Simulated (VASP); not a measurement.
Here is a VASP 6.6.1 calculation.

INCAR

```
ALGO = Normal ; EDIFF = 1E-7
ENCUT = 520 ; GGA = RE
ISIF = 2 ; ISMEAR = -1
LASPH = T ; LCHARG = F
LREAL = F ; LWAVE = F
NBANDS = 18 ; NELM = 100
PREC = Accurate ; SIGMA = 0.1
```

The input KPOINTS:

```
k-points
0
Gamma
  10 10 10
```

The input POSCAR:

```
Ta
1.0
    0.0000000000      3.0725185201      3.0725185201
    3.0725185201      0.0000000000      3.0725185201
    3.0725185201      3.0725185201      0.0000000000
Ta
2
Direct
    0.1250000000      0.1250000000      0.1250000000
    0.8750000000      0.8750000000      0.8750000000
```

Potentials or basis: VASP PAW PBE potentials, release 64 (Ta_pv).

The run is started by

```bash
$ cat potpaw_PBE.64/Ta_pv/POTCAR > POTCAR
$ mpirun -np 1 vasp_std > vasp.out
```

Problem. Predict the band gap on the k mesh.

Solution. Zero (band 11 reaches 2.41 eV, above the bottom of band 12 at 1.62 eV).

Problem. Estimate the pressure.

Solution. 0.1 GPa.

Caveat: the PAW data sets were made with another functional, which shifts forces and pressure a little; spin-orbit coupling is left out, which moves the levels of the heavy elements.
